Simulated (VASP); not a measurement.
# KCa2BO3 (P1) in VASP: single point with PBE

Aim: the single point of KCa2BO3 with PBE.

Program: VASP 6.6.1. These are calculated values, not measurements. Logs are shortened: lines on timing, memory, paths and dates and some standing lists are left out, and cuts for length are marked.

## 1. The cell of the first run

The typed cell holds 14 atoms: a = 6.474 Å, b = 6.005 Å, c = 5.969 Å, α = 90.00°, β = 90.00°, γ = 90.00°.

## 2. Single point, PBE

File INCAR:

```
ALGO = Normal
EDIFF = 1E-7
ENCUT = 520
GGA = PE
ISIF = 2
ISMEAR = -1
LASPH = True
LCHARG = False
LREAL = False
LWAVE = False
NBANDS = 63
NELM = 60
PREC = Accurate
SIGMA = 0.05
```

File KPOINTS:

```
k-points
0
Gamma
  3 3 3
```

File POSCAR:

```
KCa2BO3
1.0
    6.4736920000      0.0000000000      0.0000000000
    0.0000000000      6.0052360000      0.0000000000
    0.0000000000      0.0000000000      5.9687900000
O Ca K B
6 4 2 2
Direct
    0.2518468596      0.7679180302      0.0233605136
    0.7590019729      0.2287174059      0.9558297410
    0.2512357709      0.9561141311      0.6563176121
    0.2396026873      0.5549097488      0.6649374496
    0.7464539555      0.0534240453      0.3255100280
    0.7415267826      0.4383159962      0.3214241077
    0.4811195837      0.7462652592      0.3727705280
    0.0122963836      0.7536719623      0.3751401875
    0.9749750220      0.2531627400      0.6239180805
    0.5176883608      0.2619568989      0.6352455020
    0.7514906486      0.7552006283      0.9428574301
    0.2551954897      0.2313772515      0.0672637168
    0.2553164408      0.7582433063      0.7895757767
    0.7564048460      0.2452080151      0.1920045771
```

Potentials or basis: VASP PAW PBE potentials, release 64 (O, Ca_sv, K_sv, B).

On the command line:

```
cat potpaw_PBE.64/O/POTCAR potpaw_PBE.64/Ca_sv/POTCAR potpaw_PBE.64/K_sv/POTCAR potpaw_PBE.64/B/POTCAR > POTCAR
mpirun -np 1 vasp_std > vasp.out
```

OUTCAR:

```text
EDIFF = 1E-7
   ENCUT = 520
   GGA = PE
   ISIF = 2
   ISMEAR = -1
   LASPH = True
   LREAL = False
   NELM = 60
   PREC = Accurate

 ion  position               nearest neighbor table
   1  0.252  0.768  0.023-  13 1.40   7 2.56  12 2.80
   2  0.759  0.229  0.956-  14 1.41   9 2.43  10 2.48  11 2.85
   3  0.251  0.956  0.656-  13 1.43  10 2.52   9 2.53
   4  0.240  0.555  0.665-  13 1.43   9 2.51  10 2.52   8 2.57
   5  0.746  0.053  0.326-  14 1.40   8 2.51   7 2.54
   6  0.742  0.438  0.321-  14 1.40   7 2.52
   7  0.481  0.746  0.373-   6 2.52   5 2.54   1 2.56   8 3.04  11 3.11
   8  0.012  0.754  0.375-   5 2.51   4 2.57   7 3.04  11 3.08
   9  0.975  0.253  0.624-   2 2.43   4 2.51   3 2.53  10 2.96  12 3.21
  10  0.518  0.262  0.635-   2 2.48   3 2.52   4 2.52   9 2.96  12 3.09
  11  0.751  0.755  0.943-   2 2.85   8 3.08   7 3.11
  12  0.255  0.231  0.067-   1 2.80  10 3.09   9 3.21
  13  0.255  0.758  0.790-   1 1.40   3 1.43   4 1.43
  14  0.756  0.245  0.192-   6 1.40   5 1.40   2 1.41

  LATTYP: Found a simple orthorhombic cell.
 ALAT       =     5.9687900000
 B/A-ratio  =     1.0061060952
 C/A-ratio  =     1.0845903441

  Lattice vectors:

 A1 = (   0.0000000000,   0.0000000000,  -5.9687900000)
 A2 = (   0.0000000000,   6.0052360000,   0.0000000000)
 A3 = (   6.4736920000,   0.0000000000,   0.0000000000)

Analysis of symmetry for initial positions (statically):
=====================================================================
 Subroutine PRICEL returns:
 Original cell was already a primitive cell.

 Routine SETGRP: Setting up the symmetry group for a
 simple orthorhombic supercell.

 Subroutine GETGRP returns: Found  1 space group operations
 (whereof  1 operations were pure point group operations)
 out of a pool of  8 trial point group operations.

The static configuration has the point symmetry C_1 .

Analysis of symmetry for dynamics (positions and initial velocities):
=====================================================================
 Subroutine PRICEL returns:
 Original cell was already a primitive cell.

 Routine SETGRP: Setting up the symmetry group for a
 simple orthorhombic supercell.

 Subroutine GETGRP returns: Found  1 space group operations
 (whereof  1 operations were pure point group operations)
 out of a pool of  8 trial point group operations.

The dynamic configuration has the point symmetry C_1 .

 Subroutine INISYM returns: Found  1 space group operations
 (whereof  1 operations are pure point group operations),
 and found     1 'primitive' translations

----------------------------------------------------------------------------------------

                                     Primitive cell

  volume of cell :     232.0430

  direct lattice vectors                    reciprocal lattice vectors
     6.473692000  0.000000000  0.000000000     0.154471359  0.000000000  0.000000000
     0.000000000  6.005236000  0.000000000     0.000000000  0.166521349  0.000000000
     0.000000000  0.000000000  5.968790000     0.000000000  0.000000000  0.167538144

  length of vectors
     6.473692000  6.005236000  5.968790000     0.154471359  0.166521349  0.167538144

  position of ions in fractional coordinates (direct lattice)
     0.251846860  0.767918030  0.023360514
     0.759001973  0.228717406  0.955829741
     0.251235771  0.956114131  0.656317612
     0.239602687  0.554909749  0.664937450
     0.746453956  0.053424045  0.325510028
     0.741526783  0.438315996  0.321424108
     0.481119584  0.746265259  0.372770528
     0.012296384  0.753671962  0.375140188
     0.974975022  0.253162740  0.623918080
     0.517688361  0.261956899  0.635245502
     0.751490649  0.755200628  0.942857430
     0.255195490  0.231377251  0.067263717
     0.255316441  0.758243306  0.789575777
     0.756404846  0.245208015  0.192004577

  ion indices of the primitive-cell ions
   primitive index   ion index
                 1           1
                 2           2
                 3           3
                 4           4
                 5           5
                 6           6
                 7           7
                 8           8
                 9           9
                10          10
                11          11
                12          12
                13          13
                14          14

----------------------------------------------------------------------------------------

 KPOINTS: k-points

Automatic generation of k-mesh.
 Grid dimensions read from file:
 generate k-points for:    3    3    3

 Generating k-lattice:

  Cartesian coordinates                     Fractional coordinates (reciprocal lattice)
     0.051490453  0.000000000  0.000000000     0.333333333  0.000000000  0.000000000
     0.000000000  0.055507116  0.000000000     0.000000000  0.333333333  0.000000000
     0.000000000  0.000000000  0.055846048     0.000000000  0.000000000  0.333333333

  Length of vectors
     0.051490453  0.055507116  0.055846048

  Shift w.r.t. Gamma in fractional coordinates (k-lattice)
     0.000000000  0.000000000  0.000000000

 Subroutine IBZKPT returns following result:
 ===========================================

 Found     14 irreducible k-points:

 Following reciprocal coordinates:
            Coordinates               Weight
  0.000000  0.000000  0.000000      1.000000
  0.333333  0.000000  0.000000      2.000000
  0.000000  0.333333  0.000000      2.000000
  0.333333  0.333333  0.000000      2.000000
 -0.333333  0.333333  0.000000      2.000000
  0.000000  0.000000  0.333333      2.000000
  0.333333  0.000000  0.333333      2.000000
 -0.333333  0.000000  0.333333      2.000000
  0.000000  0.333333  0.333333      2.000000
  0.000000 -0.333333  0.333333      2.000000
  0.333333  0.333333  0.333333      2.000000
 -0.333333 -0.333333  0.333333      2.000000
 -0.333333  0.333333 -0.333333      2.000000
  0.333333 -0.333333 -0.333333      2.000000
   k-points           NKPTS =     14   k-points in BZ     NKDIM =     14   number of bands    NBANDS=     63
   number of dos      NEDOS =    301   number of ions     NIONS =     14
   total plane-waves  NPLWV = 110592
   dimension x,y,z NGX =    48 NGY =   48 NGZ =   48
   dimension x,y,z NGXF=    96 NGYF=   96 NGZF=   96
   ions per type =               6   4   2   2
   NGX,Y,Z   is equivalent  to a cutoff of  12.33, 13.29, 13.37 a.u.
   NGXF,Y,Z  is equivalent  to a cutoff of  24.65, 26.58, 26.74 a.u.
 SYSTEM =  unknown system
   PREC   = accura    normal or accurate (medium, high low for compatibility)
   ISTART =      0    job   : 0-new  1-cont  2-samecut
   ICHARG =      2    charge: 1-file 2-atom 10-const
   ISPIN  =      1    spin polarized calculation?
   LNONCOLLINEAR =      F non collinear calculations
   LSORBIT =      F    spin-orbit coupling
   LASPH  =      T    aspherical Exc in radial PAW
   ENCUT  =  520.0 eV  38.22 Ry    6.18 a.u.  12.04 11.17 11.10*2*pi/ulx,y,z
   NELM   =     60;   NELMIN=  2; NELMDL= -5     # of ELM steps
   EDIFF  = 0.1E-06   stopping-criterion for ELM
   LREAL  =      F    real-space projection
   EDIFFG = 0.1E-05   stopping-criterion for IOM
   NSW    =      0    number of steps for IOM
   IBRION =     -1    ionic relax: 0-MD 1-quasi-New 2-CG
   NFREE  =      0    steps in history (QN), initial steepest desc. (CG)
   ISIF   =      2    stress and relaxation
   ISYM   =      2    0-nonsym 1-usesym 2-fastsym
   POTIM  = 0.5000    time-step for ionic-motion
   TEBEG  =    0.0;   TEEND  =   0.0 temperature during run
   PSTRESS=    0.0 pullay stress
   NELECT =     100.0000    total number of electrons
   NUPDOWN=      -1.0000    fix difference up-down
   EMIN   =  10.00;   EMAX   =-10.00  energy-range for DOS
   EFERMI =   0.00;   METHOD = LEGACY
   ISMEAR =    -1;   SIGMA  =   0.05  broadening in eV -4-tet -1-fermi 0-gaus
   EFERMI_NEDOS =   21; number of points for ismear=-14 and -15
   IALGO  =     38    algorithm
   IMIX   =      4    mixing-type and parameters
     AMIX     =   0.40;   BMIX     =  1.00
     AMIX_MAG =   1.60;   BMIX_MAG =  1.00
  volume/ion in A,a.u.               =      16.57       111.85
  Fermi-wavevector in a.u.,A,eV,Ry     =   1.236570  2.336778 20.804740  1.529105
  Thomas-Fermi vector in A             =   2.371173
   LORBIT       =      0    0 simple, 1 ext, 2 COOP (PROOUT), +10 PAW based schemes
   GGA     = PE    functional components
   LHFCALC =     F    Hartree Fock is set to
   AEXX    =    0.0000 exact exchange contribution
   IVDW    =     0    specifies the selected vdW correction
   LEPSILON=     F    determine dielectric tensor
   LRPA    =     F    only Hartree local field effects (RPA)
 non-spin polarized calculation
  energy-cutoff  :      520.00
  volume of cell :      232.04
 maximum number of plane-waves:      6260
   NGX = 25   NGY = 23   NGZ = 23

 number of electron     100.0000000 magnetization

 number of electron      99.9999985 magnetization

 Free energy of the ion-electron system (eV)
  ---------------------------------------------------
  ext. energy  EPLUGINS =         0.00000000
  ---------------------------------------------------
  free energy    TOTEN  =       -78.59588736 eV

  energy without entropy =      -78.58810068  energy(sigma->0) =      -78.59199402

 E-fermi :   4.9519     XC(G=0):  -9.3307

 val. band max:        4.7876107036   @ k =  -0.3333   0.3333   0.0000
 cond. band min:       5.0824367965   @ k =   0.0000   0.0000   0.0000
 fundamental gap:      0.2948260929
 Fermi energy:         4.9519488018

 k-point     1 :       0.0000    0.0000    0.0000
  band No.  band energies     occupation
      1     -37.9014      2.00000
      2     -37.8628      2.00000
      3     -37.8022      2.00000
      4     -37.7691      2.00000
      5     -27.3786      2.00000
      6     -27.3599      2.00000
[... 54 lines left out ...]
     61       7.2778      0.00000
     62       7.3330      0.00000

 k-point     2 :       0.3333    0.0000    0.0000
  band No.  band energies     occupation
      1     -37.8954      2.00000
      2     -37.8592      2.00000
      3     -37.8063      2.00000
      4     -37.7750      2.00000
      5     -27.3780      2.00000
      6     -27.3603      2.00000
[... 54 lines left out ...]
     61       7.1206      0.00000
     62       7.2361      0.00000

 k-point     3 :       0.0000    0.3333    0.0000
  band No.  band energies     occupation
      1     -37.8976      2.00000
      2     -37.8652      2.00000
      3     -37.7995      2.00000
      4     -37.7733      2.00000
      5     -27.3779      2.00000
      6     -27.3602      2.00000
[... 704 lines left out ...]
     61       6.9369      0.00000
     62       7.0401      0.00000

 k-point    14 :       0.3333   -0.3333   -0.3333
  band No.  band energies     occupation
      1     -37.8927      2.00000
      2     -37.8587      2.00000
      3     -37.8061      2.00000
      4     -37.7783      2.00000
      5     -27.3779      2.00000
      6     -27.3605      2.00000
[... 54 lines left out ...]
     61       7.0087      0.00000
     62       7.0776      0.00000
 [bands above 62 left out]

------------------------ aborting loop because EDIFF is reached ----------------------------------------

  FORCE on cell =-STRESS in cart. coord.  units (eV):
  Direction    XX          YY          ZZ          XY          YZ          ZX
  --------------------------------------------------------------------------------------
  -------------------------------------------------------------------------------------
  Total        3.8502915     -3.7212773      2.3345185     -0.0954985     -0.8870537     -0.3023997
  in kB       26.5849457    -25.6941471     16.1190515     -0.6593843     -6.1248027     -2.0879663
  external PRESSURE =       5.6699500 kB  Pullay stress =       0.0000000 kB

 VOLUME and BASIS-vectors are now :
 -----------------------------------------------------------------------------
  energy-cutoff  :      520.00
  volume of cell :      232.04
      direct lattice vectors                 reciprocal lattice vectors
     6.473692000  0.000000000  0.000000000     0.154471359  0.000000000  0.000000000
     0.000000000  6.005236000  0.000000000     0.000000000  0.166521349  0.000000000
     0.000000000  0.000000000  5.968790000     0.000000000  0.000000000  0.167538144

 POSITION                                       TOTAL-FORCE (eV/Angst)
 -----------------------------------------------------------------------------------
      1.63038      4.61153      0.13943         0.106223     -0.146139     -0.004754
      4.91354      1.37350      5.70515        -0.064949      0.465371      0.298526
      1.62642      5.74169      3.91742        -0.027547     -0.275727     -0.060390
      1.55111      3.33236      3.96887         0.106881      0.398447      0.142840
      4.83231      0.32082      1.94290        -0.000981     -1.004123      0.323399
      4.80042      2.63219      1.91851        -0.000865      0.973203     -0.197818
      3.11462      4.48150      2.22499         0.249921      0.034313      0.104292
      0.07960      4.52598      2.23913        -0.164952     -0.135684      0.133481
      6.31169      1.52030      3.72404         0.518538      0.119704     -0.188945
      3.35135      1.57311      3.79165        -0.418348     -0.079227     -0.436239
      4.86492      4.53516      5.62772         0.090124     -0.019625      0.041358
      1.65206      1.38948      0.40148        -0.019601      0.125261     -0.202542
      1.65284      4.55343      4.71281        -0.253036     -0.136400      0.900826
      4.89673      1.47253      1.14603        -0.121407     -0.319374     -0.854035
 -----------------------------------------------------------------------------------
    total drift:                                0.000454      0.000375     -0.000439

  FREE ENERGIE OF THE ION-ELECTRON SYSTEM (eV)
  ---------------------------------------------------
  free  energy   TOTEN  =       -78.5958873638 eV

  energy  without entropy=      -78.5881006771  energy(sigma->0) =      -78.59199402
```

It took 2.5 min on 1 thread of Intel Xeon 6975P-C (Granite Rapids), shared host; peak memory 0.43 GiB.

What came out:

```yaml
Free_energy: -78.5959 eV
Pressure: 0.6 GPa
Largest_force: 1.055 eV/Å
Band_gap_on_the_k_mesh: 0.29 eV (least direct gap 0.48 eV)
```

Forces in eV/Å, atoms in the order of the input:
```
O    0.106 -0.146 -0.005
O   -0.065  0.465  0.299
O   -0.028 -0.276 -0.060
O    0.107  0.398  0.143
O   -0.001 -1.004  0.323
O   -0.001  0.973 -0.198
Ca   0.250  0.034  0.104
Ca  -0.165 -0.136  0.133
Ca   0.519  0.120 -0.189
Ca  -0.418 -0.079 -0.436
K    0.090 -0.020  0.041
K   -0.020  0.125 -0.203
B   -0.253 -0.136  0.901
B   -0.121 -0.319 -0.854
```

Caveat: an odd mesh through Γ misses points on the zone boundary, where band edges can lie; forces of over 1 eV/Å act on the atoms, so gaps and moduli don't describe the material at rest.
